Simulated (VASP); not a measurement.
Input of a VASP 6.6.1 run:

The input INCAR:

```
ALGO = Normal
DIPOL = 0.5 0.5 0.500
EDIFF = 1E-6
ENCUT = 400
GGA = PE
GGA_COMPAT = False
IDIPOL = 3
ISIF = 2
ISMEAR = 1
LASPH = True
LCHARG = True
LDIPOL = True
LELF = True
LREAL = False
LVACPOTAV = True
LVHAR = True
LWAVE = False
NBANDS = 17
NELM = 120
NELMDL = -8
PREC = Accurate
SIGMA = 0.1
```

File KPOINTS:

```
k-points
0
Gamma
  7 7 1
```

File POSCAR:

```
Pt
1.0
    2.7731313745      0.0000000000      0.0000000000
    1.3865656872      2.4016022183      0.0000000000
    0.0000000000      0.0000000000     10.2642522857
Pt
2
Direct
    0.0000000000      0.0000000000      0.3897020347
    0.3333333333      0.3333333333      0.6102979653
```

Potentials or basis: VASP PAW PBE potentials, release 64 (Pt).

The run is started by

```console
$ cat potpaw_PBE.64/Pt/POTCAR > POTCAR
$ mpirun -np 1 vasp_std > vasp.out
```

(1) Predict the largest force.

(2) What does it give for the band gap on the k mesh?

Results:

(1) 0.750 eV/Å.

(2) zero (band 10 reaches 2.06 eV, above the bottom of band 11 at 1.34 eV).

Caveat: the k points lie up to 0.37 Å⁻¹ apart; spin-orbit coupling is left out, which moves the levels of the heavy elements.
